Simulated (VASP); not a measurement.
## Al3Ni2: single point with r2SCAN

Crystal: Al3Ni2.

```xyz
5
Lattice="4.1402 0.0000 0.0000 -2.0701 3.5855 0.0000 0.0000 0.0000 5.0085" Properties=species:S:1:pos:R:3 pbc="T T T"
Al    0.0000    0.0000    0.0000
Al    0.0000    2.3903    3.2581
Al    2.0701    1.1952    1.7504
Ni    0.0000    2.3903    0.7244
Ni    2.0701    1.1952    4.2841
```

- Program: VASP 6.6.1
- Task: single point
- Functional: r2SCAN
- Potentials or basis: VASP PAW PBE potentials, release 64 (Al, Ni)
- Cutoff: 660 eV
- k mesh: 12 × 12 × 8
- Occupations: gaussian, width 0.1 eV
- Spin: no spin polarisation
- Dipole correction: no
- Further INCAR settings: ALGO = Normal; EDIFF = 1e-06; NBANDS = 22

```yaml
Pressure: -11.4 GPa
Largest_force: 0.016 eV/Å
Band_gap_on_the_k_mesh: zero (an odd number of electrons rules out a gap without spin polarisation)
```

Forces on the atoms (eV/Å):
```
Al   0.000  0.000  0.000
Al   0.000  0.000  0.002
Al   0.000  0.000 -0.002
Ni   0.000  0.000  0.016
Ni   0.000  0.000 -0.016
```

Levels at points of the mesh, in eV from the Fermi level:
| k point | band 12 | band 13 | band 14 | band 15 | band 16 | band 17 | band 18 | band 19 |
| --- | --- | --- | --- | --- | --- | --- | --- | --- |
| (0.00, 0.00, 0.00) | -1.52 | -1.18 | 1.22 | 1.22 | 3.05 | 3.05 | 4.41 | 4.44 |
| (0.50, 0.00, 0.00) | -1.69 | -1.42 | -1.42 | -1.21 | 1.31 | 1.91 | 2.32 | 4.71 |
| (0.00, 0.00, 0.50) | -1.62 | 2.69 | 2.69 | 2.86 | 2.86 | 3.40 | 4.09 | 4.12 |
| (0.50, 0.00, 0.50) | -1.60 | -1.56 | -0.97 | -0.36 | 1.52 | 2.18 | 3.04 | 6.55 |

Run time: 32 min on 1 thread of Intel Xeon 8259CL, with other jobs on the host, peak memory 0.43 GiB.

Caveat: the cell stands under tension; the PAW data sets were made with another functional, which shifts forces and pressure a little. Spin polarisation is off, so any magnetic state and its effect on volume and gap are missing.
